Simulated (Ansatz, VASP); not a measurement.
## Rh: VASP beside Ansatz

File POSCAR:

```
Rh
1.0
    0.0000000000      1.8445035000      1.9585965000
    1.8445035000      0.0000000000      1.9585965000
    1.8445035000      1.8445035000      0.0000000000
Rh
1
Direct
    0.0000000000      0.0000000000      0.0000000000
```

File INCAR.step1:

```
PREC = Accurate ; ENCUT = 520
ISMEAR = 0 ; SIGMA = 0.15
LREAL = False ; LASPH = True
NELM = 100 ; NBANDS = 14
GGA = PE ; ALGO = Normal
EDIFF = 1E-4 ; LWAVE = True
LCHARG = False
```

INCAR.step2

```
PREC = Accurate ; ENCUT = 520
EDIFF = 1E-7 ; ISMEAR = 0
SIGMA = 0.15 ; LREAL = False
LASPH = True ; NELM = 100
ALGO = Normal ; ISIF = 2
LWAVE = False ; LCHARG = False
METAGGA = R2SCAN ; LMIXTAU = True
NBANDS = 14 ; ISTART = 1
```

Contents of KPOINTS:

```
Automatic mesh
0
Gamma
  8 8 8
```

Input for Ansatz:

```yaml
crystal:
  lattice:
    - [0.0, 1.8445035, 1.9585965]
    - [1.8445035, 0.0, 1.9585965]
    - [1.8445035, 1.8445035, 0.0]
  atoms:
    - { symbol: Rh, position: [0.0, 0.0, 0.0] }
basis:
  ecutwfc: 500
kpoints:
  mp_grid: { grid: [8, 8, 8] }
hamiltonian:
  xc: r2scan
scf:
  occupations: { method: gaussian, width: 0.15 }
output:
  forces: true
  stress: true
  eigenvalues: true
```

Change from the starting cell: strain -0.030 along x and y, +0.030 along z, atoms carried along.

Alike in both runs: task single point; functional r2SCAN; k mesh 8 × 8 × 8; occupations gaussian, width 0.15 eV; no spin polarisation.

```csv
,VASP,Ansatz
version,VASP 6.6.1,Ansatz 0.2.0
potentials or method,"VASP PAW PBE potentials, release 64 (Rh_pv), cutoff 520 eV","scalar-relativistic, plane waves, PAW"
valence electrons in the cell,15,17
```

```tsv
	VASP	Ansatz	Ansatz less VASP
gap on the k mesh at the Fermi level (eV)	none	none	-
pressure (GPa)	11.7	10.3	-1.44
traceless stress, the component that is largest in VASP (GPa)	-10.46	-10.40	+0.057
```

VASP's potentials were made for PBE, not for r2SCAN. A gap of «none» marks a metal or a gap that the smearing closes. With one functional, cell and mesh, what is left measures potentials, basis and numerics. VASP's potentials hold 15 valence electrons a cell and Ansatz's 17, so a difference there can come from the potentials and not from the codes.

The k mesh is coarse, so the values compare programs but aren't converged.
